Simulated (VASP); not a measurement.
# CdSe (R3m) in VASP: a series of runs

The runs below take CdSe through single point, with r2SCAN.

Program: VASP 6.6.1. These are calculated values, not measurements. Logs are shortened: lines on timing, memory, paths and dates and some standing lists are left out, and cuts for length are marked.

## 1. The cell of the first run

The structure is trigonal, space group R3m (No. 160). Conventional cell: a = 4.295 Å, b = 4.295 Å, c = 10.719 Å, α = 90.00°, β = 90.00°, γ = 120.00°. Cd (site symmetry 3m) has 4 Se at 2.65 Å within 3.5 Å. Within 3.5 Å of Se (site symmetry 3m) lie 4 Cd at 2.65 Å.

## 2. Single point, r2SCAN (epitaxial 111 strain -1.0%)

POSCAR reads:

```
CdSe
1.0
    0.0381280449      3.0752312006      3.0752312006
    3.0752312006      0.0381280449      3.0752312006
    3.0752312006      3.0752312006      0.0381280449
Cd Se
1 1
Direct
    0.0013554742      0.0013554742      0.0013554742
    0.2486445258      0.2486445258      0.2486445258
```

INCAR.step1 reads:

```
SYSTEM = CdSe
ALGO = Normal ; EDIFF = 1E-4
ENCUT = 520 ; GGA = PE
ISMEAR = 0 ; LASPH = .True.
LCHARG = .False. ; LREAL = .False.
LWAVE = .True. ; NBANDS = 16
NELM = 80 ; PREC = Accurate
SIGMA = 0.01
```

INCAR.step2 reads:

```
SYSTEM = CdSe
ALGO = Normal ; EDIFF = 1E-6
ENCUT = 520 ; ISIF = 2
ISMEAR = 0 ; ISTART = 1
LASPH = .True. ; LCHARG = .False.
LMIXTAU = .True. ; LREAL = .False.
LWAVE = .False. ; METAGGA = R2SCAN
NBANDS = 16 ; NELM = 80
PREC = Accurate ; SIGMA = 0.01
```

KPOINTS reads:

```
k-points
0
Gamma
  8 8 8
  0 0 0
```

Potentials or basis: VASP PAW PBE potentials, release 64 (Cd, Se).

On the command line:

```sh
$ cat potpaw_PBE.64/Cd/POTCAR potpaw_PBE.64/Se/POTCAR > POTCAR
$ cp INCAR.step1 INCAR
$ mpirun -np 1 vasp_std > vasp.out
$ cp INCAR.step2 INCAR
$ mpirun -np 1 vasp_std > vasp.out
```

OUTCAR:

```text
SYSTEM = CdSe
   EDIFF = 1E-6
   ENCUT = 520
   ISIF = 2
   ISMEAR = 0
   ISTART = 1
   LASPH = .True.
   LREAL = .False.
   METAGGA = R2SCAN
   NELM = 80
   PREC = Accurate

 ion  position               nearest neighbor table
   1  0.001  0.001  0.001-   2 2.65   2 2.65   2 2.65   2 2.65
   2  0.249  0.249  0.249-   1 2.65   1 2.65   1 2.65   1 2.65

  LATTYP: Found a trigonal (rhomboedric) cell.
 ALAT       =     4.3492008027
 COS(alpha) =     0.5123590518

  Lattice vectors:

 A1 = (   0.0381280449,   3.0752312006,   3.0752312006)
 A2 = (   3.0752312006,   0.0381280449,   3.0752312006)
 A3 = (   3.0752312006,   3.0752312006,   0.0381280449)

Analysis of symmetry for initial positions (statically):
=====================================================================
 Subroutine PRICEL returns:
 Original cell was already a primitive cell.

 Routine SETGRP: Setting up the symmetry group for a
 trigonal (rhombohedral) supercell.

 Subroutine GETGRP returns: Found  6 space group operations
 (whereof  6 operations were pure point group operations)
 out of a pool of 12 trial point group operations.

The static configuration has the point symmetry C_3v.

Analysis of symmetry for dynamics (positions and initial velocities):
=====================================================================
 Subroutine PRICEL returns:
 Original cell was already a primitive cell.

 Routine SETGRP: Setting up the symmetry group for a
 trigonal (rhombohedral) supercell.

 Subroutine GETGRP returns: Found  6 space group operations
 (whereof  6 operations were pure point group operations)
 out of a pool of 12 trial point group operations.

The dynamic configuration has the point symmetry C_3v.

 Subroutine INISYM returns: Found  6 space group operations
 (whereof  6 operations are pure point group operations),
 and found     1 'primitive' translations

----------------------------------------------------------------------------------------

                                     Primitive cell

  volume of cell :      57.0835

  direct lattice vectors                    reciprocal lattice vectors
     0.038128045  3.075231201  3.075231201    -0.165644855  0.163616270  0.163616270
     3.075231201  0.038128045  3.075231201     0.163616270 -0.165644855  0.163616270
     3.075231201  3.075231201  0.038128045     0.163616270  0.163616270 -0.165644855

  length of vectors
     4.349200803  4.349200803  4.349200803     0.284567717  0.284567717  0.284567717

  position of ions in fractional coordinates (direct lattice)
     0.001355474  0.001355474  0.001355474
     0.248644526  0.248644526  0.248644526
[... 79 lines left out ...]
   EDIFFG = 0.1E-04   stopping-criterion for IOM
   NSW    =      0    number of steps for IOM
   IBRION =     -1    ionic relax: 0-MD 1-quasi-New 2-CG
   NFREE  =      0    steps in history (QN), initial steepest desc. (CG)
   ISIF   =      2    stress and relaxation
   ISYM   =      2    0-nonsym 1-usesym 2-fastsym
   POTIM  = 0.5000    time-step for ionic-motion
   TEBEG  =    0.0;   TEEND  =   0.0 temperature during run
   PSTRESS=    0.0 pullay stress
   NELECT =      18.0000    total number of electrons
   NUPDOWN=      -1.0000    fix difference up-down
   EMIN   =  10.00;   EMAX   =-10.00  energy-range for DOS
   EFERMI =   0.00;   METHOD = LEGACY
   ISMEAR =     0;   SIGMA  =   0.01  broadening in eV -4-tet -1-fermi 0-gaus
   EFERMI_NEDOS =   21; number of points for ismear=-14 and -15
   IALGO  =     38    algorithm
   IMIX   =      4    mixing-type and parameters
     AMIX     =   0.40;   BMIX     =  1.00
     AMIX_MAG =   1.60;   BMIX_MAG =  1.00
  volume/ion in A,a.u.               =      28.54       192.61
  Fermi-wavevector in a.u.,A,eV,Ry     =   1.114283  2.105689 16.893347  1.241626
  Thomas-Fermi vector in A             =   2.250876
   LORBIT       =      0    0 simple, 1 ext, 2 COOP (PROOUT), +10 PAW based schemes
   METAGGA = R2SCAN    functional components
   LHFCALC =     F    Hartree Fock is set to
   AEXX    =    0.0000 exact exchange contribution
   IVDW    =     0    specifies the selected vdW correction
   LEPSILON=     F    determine dielectric tensor
   LRPA    =     F    only Hartree local field effects (RPA)
 non-spin polarized calculation
 Gauss-broadening in eV      SIGMA  =   0.01
  energy-cutoff  :      520.00
  volume of cell :       57.08
 maximum number of plane-waves:      1557
   NGX = 17   NGY = 17   NGZ = 17

 number of electron      18.0000002 magnetization

 Free energy of the ion-electron system (eV)
  ---------------------------------------------------
  ext. energy  EPLUGINS =         0.00000000
  ---------------------------------------------------
  free energy    TOTEN  =       -35.91188818 eV

  energy without entropy =      -35.91188818  energy(sigma->0) =      -35.91188818

 E-fermi :   0.6240     XC(G=0):  -9.3581

 val. band max:        0.5568486997   @ k =   0.0000   0.0000   0.0000
 cond. band min:       1.5769010455   @ k =   0.0000   0.0000   0.0000
 fundamental gap:      1.0200523458
 Fermi energy:         0.6240087469

 k-point     1 :       0.0000    0.0000    0.0000
  band No.  band energies     occupation
      1     -12.4074      2.00000
      2      -7.5962      2.00000
      3      -7.5874      2.00000
      4      -7.5874      2.00000
      5      -7.2055      2.00000
      6      -7.2055      2.00000
[... 433 lines left out ...]
      3      -7.4983      2.00000
      4      -7.2681      2.00000
      5      -7.2124      2.00000
      6      -7.1694      2.00000
[... 8 lines left out ...]
     15      11.6723      0.00000
     16      12.5929      0.00000

 [... further k-points ...]

------------------------ aborting loop because EDIFF is reached ----------------------------------------

  FORCE on cell =-STRESS in cart. coord.  units (eV):
  Direction    XX          YY          ZZ          XY          YZ          ZX
  --------------------------------------------------------------------------------------
  -------------------------------------------------------------------------------------
  Total        0.2831011      0.2831011      0.2831011     -0.0993231     -0.0993231     -0.0993231
  in kB        7.9458681      7.9458681      7.9458681     -2.7877255     -2.7877255     -2.7877255
  external PRESSURE =       7.9458681 kB  Pullay stress =       0.0000000 kB

 VOLUME and BASIS-vectors are now :
 -----------------------------------------------------------------------------
  energy-cutoff  :      520.00
  volume of cell :       57.08
      direct lattice vectors                 reciprocal lattice vectors
     0.038128045  3.075231201  3.075231201    -0.165644855  0.163616270  0.163616270
     3.075231201  0.038128045  3.075231201     0.163616270 -0.165644855  0.163616270
     3.075231201  3.075231201  0.038128045     0.163616270  0.163616270 -0.165644855

 POSITION                                       TOTAL-FORCE (eV/Angst)
 -----------------------------------------------------------------------------------
      0.00839      0.00839      0.00839        -0.001218     -0.001218     -0.001218
      1.53876      1.53876      1.53876         0.001218      0.001218      0.001218
 -----------------------------------------------------------------------------------
    total drift:                               -0.000109     -0.000109     -0.000109

  FREE ENERGIE OF THE ION-ELECTRON SYSTEM (eV)
  ---------------------------------------------------
  free  energy   TOTEN  =       -35.9118881769 eV

  energy  without entropy=      -35.9118881769  energy(sigma->0) =      -35.91188818
```

OUTCAR.step1:

```text
SYSTEM = CdSe
   EDIFF = 1E-4
   ENCUT = 520
   GGA = PE
   ISMEAR = 0
   LASPH = .True.
   LREAL = .False.
[... 677 lines left out ...]
      0.00839      0.00839      0.00839        -0.000639     -0.000639     -0.000639
      1.53876      1.53876      1.53876         0.000639      0.000639      0.000639
 -----------------------------------------------------------------------------------
    total drift:                               -0.000296     -0.000296     -0.000296

  FREE ENERGIE OF THE ION-ELECTRON SYSTEM (eV)
  ---------------------------------------------------
  free  energy   TOTEN  =        -5.4789874108 eV

  energy  without entropy=       -5.4789874108  energy(sigma->0) =       -5.47898741
```

Wall time 2.1 min (1 thread of Intel Xeon Platinum 8488C (Sapphire Rapids), shared host); peak memory 0.22 GiB.

What came out:

```
Free energy            : -35.9119 eV
Pressure               : 0.8 GPa
Band gap on the k mesh : 1.02 eV, direct
```

Forces on the atoms (eV/Å):
```
Cd  -0.001 -0.001 -0.001
Se   0.001  0.001  0.001
```

Stress tensor (GPa, compression positive):
```
 0.79 -0.28 -0.28
-0.28  0.79 -0.28
-0.28 -0.28  0.79
```

Levels at points of the mesh, in eV from the valence-band top:
```csv
k point,band 5,band 6,band 7,band 8,band 9,band 10,band 11,band 12,band 13,band 14
"(0.00, 0.00, 0.00)",-7.76,-7.76,-0.09,0.00,0.00,1.02,6.31,6.52,6.52,10.23
"(0.50, 0.00, 0.00)",-7.74,-7.46,-4.35,-0.83,-0.74,2.77,6.85,6.86,7.76,10.50
"(0.50, 0.50, 0.00)",-7.70,-7.40,-4.05,-1.91,-1.81,3.44,4.13,9.57,10.84,10.86
"(0.50, 0.50, 0.50)",-7.74,-7.49,-4.42,-0.72,-0.72,2.94,7.00,7.00,7.70,10.54
```

Caveat: the cell differs from its parent crystal (epitaxial 111 strain -1.0%); the PAW data sets were made with another functional, which shifts forces and pressure a little.

## 3. Single point, r2SCAN (epitaxial 111 strain +1.0%)

POSCAR reads:

```
CdSe
1.0
   -0.0398307578      3.0586280172      3.0586280172
    3.0586280172     -0.0398307578      3.0586280172
    3.0586280172      3.0586280172     -0.0398307578
Cd Se
1 1
Direct
   -0.0013673382     -0.0013673382     -0.0013673382
    0.2513673382      0.2513673382      0.2513673382
```

INCAR.step1 is that of step 2.

INCAR.step2, as its differences from that of step 2:

```diff
@@ -1,3 +1,3 @@
 SYSTEM = CdSe
-ALGO = Normal ; EDIFF = 1E-6
+ALGO = Normal ; EDIFF = 1E-7
 ENCUT = 520 ; ISIF = 2
```

KPOINTS is that of step 2.

Potentials or basis: VASP PAW PBE potentials, release 64 (Cd, Se).

On the command line:

```sh
$ cat potpaw_PBE.64/Cd/POTCAR potpaw_PBE.64/Se/POTCAR > POTCAR
$ cp INCAR.step1 INCAR
$ mpirun -np 1 vasp_std > vasp.out
$ cp INCAR.step2 INCAR
$ mpirun -np 1 vasp_std > vasp.out
```

It took 2.2 min on 1 thread of Intel Xeon Platinum 8488C (Sapphire Rapids), shared host; peak memory 0.22 GiB.

The run converged. Its results:

- Free energy: -35.9135 eV
- Pressure: -0.4 GPa
- Band gap on the k mesh: 0.95 eV, direct

Stress tensor (GPa, compression positive):
```
-0.36  0.29  0.29
 0.29 -0.36  0.29
 0.29  0.29 -0.36
```

Levels at points of the mesh, in eV from the valence-band top:
```csv
k point,band 7,band 8,band 9,band 10,band 11,band 12
"(0.00, 0.00, 0.00)",-0.08,-0.08,0.00,0.95,6.35,6.35
"(0.50, 0.00, 0.00)",-4.28,-0.78,-0.70,2.80,6.89,6.91
"(0.50, 0.50, 0.00)",-3.97,-1.87,-1.76,3.45,4.08,9.43
"(0.50, 0.50, 0.50)",-4.21,-0.81,-0.81,2.64,6.76,6.76
```

Caveat: the cell differs from its parent crystal (epitaxial 111 strain +1.0%); the PAW data sets were made with another functional, which shifts forces and pressure a little.

## 4. Single point, r2SCAN (epitaxial 111 strain +2.0%)

POSCAR reads:

```
CdSe
1.0
   -0.0779848093      3.0511517754      3.0511517754
    3.0511517754     -0.0779848093      3.0511517754
    3.0511517754      3.0511517754     -0.0779848093
Cd Se
1 1
Direct
   -0.0026036374     -0.0026036374     -0.0026036374
    0.2526036374      0.2526036374      0.2526036374
```

INCAR.step1 reads:

```
ALGO = Normal
EDIFF = 1E-4
ENCUT = 520
GGA = PE
ISMEAR = 0
LASPH = True
LCHARG = False
LREAL = False
LWAVE = True
NBANDS = 16
NELM = 60
PREC = Accurate
SIGMA = 0.01
```

INCAR.step2 reads:

```
ALGO = Normal
EDIFF = 1E-6
ENCUT = 520
ISIF = 2
ISMEAR = 0
ISTART = 1
LASPH = True
LCHARG = False
LMIXTAU = True
LREAL = False
LWAVE = False
METAGGA = R2SCAN
NBANDS = 16
NELM = 60
PREC = Accurate
SIGMA = 0.01
```

KPOINTS reads:

```
k-points
0
Gamma
  8 8 8
```

On the command line:

```sh
$ cat potpaw_PBE.64/Cd/POTCAR potpaw_PBE.64/Se/POTCAR > POTCAR
$ cp INCAR.step1 INCAR
$ mpirun -np 1 vasp_std > vasp.out
$ cp INCAR.step2 INCAR
$ mpirun -np 1 vasp_std > vasp.out
```

It took 2.1 min on 1 thread of Intel Xeon Platinum 8488C (Sapphire Rapids), shared host; peak memory 0.23 GiB.

The run converged. Its results:

```
Free energy            : -35.9052 eV
Pressure               : -0.9 GPa
Largest force          : 0.005 eV/Å
Band gap on the k mesh : 0.88 eV, direct
```

Forces in eV/Å, atoms in the order of the input:
```
Cd  -0.003 -0.003 -0.003
Se   0.003  0.003  0.003
```

Stress tensor (GPa, compression positive):
```
-0.91  0.57  0.57
 0.57 -0.91  0.57
 0.57  0.57 -0.91
```

Levels at points of the mesh, in eV from the valence-band top:
```csv
k point,band 7,band 8,band 9,band 10,band 11,band 12
"(0.00, 0.00, 0.00)",-0.14,-0.14,0.00,0.88,6.25,6.25
"(0.50, 0.00, 0.00)",-4.26,-0.82,-0.68,2.77,6.87,6.90
"(0.50, 0.50, 0.00)",-3.96,-1.91,-1.71,3.38,4.07,9.29
"(0.50, 0.50, 0.50)",-4.15,-0.88,-0.88,2.47,6.62,6.62
```

Caveat: the cell differs from its parent crystal (epitaxial 111 strain +2.0%); the PAW data sets were made with another functional, which shifts forces and pressure a little.

## 5. Summary

```tsv
cell	gap on the mesh (eV)	pressure (GPa)
a = 4.349 Å, angles 59.2°, 2 atoms	1.02	0.8
a = 4.326 Å, angles 60.9°, 2 atoms	0.95	-0.4
a = 4.316 Å, angles 61.7°, 2 atoms	0.88	-0.9
```

Alike in all rows: task single point; level r2SCAN; potentials or basis VASP PAW PBE potentials, release 64 (Cd, Se); no spin polarisation; k mesh 8 × 8 × 8; cutoff (eV) 520; smearing gaussian 0.01 eV.

Caveats: the PAW data sets were made with another functional, which shifts forces and pressure a little.

Total energies depend on the potentials used, so only differences within one code and one set of settings carry meaning.
